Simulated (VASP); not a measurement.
A run of VASP 6.6.1 is set up as follows.

The input INCAR:

```
SYSTEM = Ca
  PREC = Accurate
  ENCUT = 600
  EDIFF = 1E-6
  ISMEAR = -1
  SIGMA = 0.1
  LREAL = .FALSE.
  LASPH = .TRUE.
  NELM = 100
  ALGO = Normal
  ISIF = 3
  LWAVE = .FALSE.
  LCHARG = .FALSE.
  GGA = PE
  IBRION = 2
  NSW = 60
  EDIFFG = -0.005
  PSTRESS = 510.0
```

KPOINTS

```
regular mesh
0
G
  14 14 14
  0 0 0
```

Contents of POSCAR:

```
Ca
1.0
    2.6207140412      0.0000000000      0.0000000000
    0.0000000000      2.6207140412      0.0000000000
    0.0000000000      0.0000000000      2.6207140412
Ca
1
Direct
    0.0000000000      0.0000000000      0.0000000000
```

Potentials or basis: VASP PAW PBE potentials, release 64 (Ca_sv).

Run with:

```sh
$ cat potpaw_PBE.64/Ca_sv/POTCAR > POTCAR
$ mpirun -np 1 vasp_std > vasp.out
```

Question: Predict the band gap on the k mesh.

Answer: Zero (bands 5 and 6 overlap by 1.35 eV).

Question: Estimate the space group after relaxing (to 0.1 Å).

Answer: Pm-3m (No. 221).

Question: Predict the relaxed volume.

Answer: 16.85 Å³/atom.

Question: Estimate the relaxed cell.

Answer: a = 2.564 Å, b = 2.564 Å, c = 2.564 Å, α = 90.00°, β = 90.00°, γ = 90.00°.

Step by step:
```
step  energy change (eV)  largest force (eV/Å)  pressure (GPa)  volume (Å³)
   1              0.0000                0.0000           42.61        18.00
   2              0.7526                0.0000           61.30        15.65
   3              0.3320                0.0000           50.92        16.86
   4              0.3391                0.0000           51.09        16.84
   5              0.3325                0.0000           50.93        16.86
   6              0.3352                0.0000           50.96        16.85
```

Caveat: the cell is relaxed towards a set pressure, so the run minimises the enthalpy, not the energy.
